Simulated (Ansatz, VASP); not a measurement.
## Two plane-wave programs on HfO2

```
CELL_PARAMETERS angstrom
5.08032 0.00000 0.00000
0.00000 5.16487 0.00000
0.00000 0.00000 4.89088
ATOMIC_POSITIONS crystal
Hf 0.22259 0.78180 0.27207
Hf 0.72259 0.71820 0.72793
Hf 0.77741 0.21820 0.27207
Hf 0.27741 0.28180 0.72793
O 0.18682 0.16365 0.10453
O 0.68682 0.33635 0.89547
O 0.81318 0.83635 0.10453
O 0.31318 0.66365 0.89547
O 0.00000 0.50000 0.48905
O 0.50000 0.00000 0.51095
O 0.00000 0.00000 0.57562
O 0.50000 0.50000 0.42438
```

Alike in both runs: functional PBEsol; k mesh 5 × 5 × 6; occupations fermi-dirac, width 0.05 eV; no spin polarisation; Hubbard terms Hf d U = 1.0 eV.

```csv
,VASP,Ansatz
version,VASP 6.6.1,Ansatz 0.2.0
potentials or method,"VASP PAW PBE potentials, release 64 (Hf_pv, O)",Ansatz PAW
plane-wave cutoff (eV),520,420
valence electrons in the cell,88,152
task,single point,band structure
```

|  | VASP | Ansatz | Ansatz less VASP |
| --- | --- | --- | --- |
| gap on the k mesh at the Fermi level (eV) | 3.90 | 3.94 | +0.037 |
| least direct gap on the mesh (eV) | 3.90 | 3.94 | +0.037 |
| pressure (GPa) | 1.6 | 3.0 | +1.42 |
| traceless stress, the component that is largest in VASP (GPa) | 0.84 | 0.56 | -0.286 |
| rms of the force components (eV/Å) | 0.080 | 0.063 | -0.0174 |

VASP's potentials were made for PBE, not for PBEsol. The programs project onto different local orbitals, so the same U acts differently, and such runs can settle in different states. Atom by atom the forces differ by 0.040 eV/Å (rms over components). VASP's potentials hold 88 valence electrons a cell and Ansatz's 152, so a difference there can come from the potentials and not from the codes.

Neither program's run includes spin-orbit coupling.
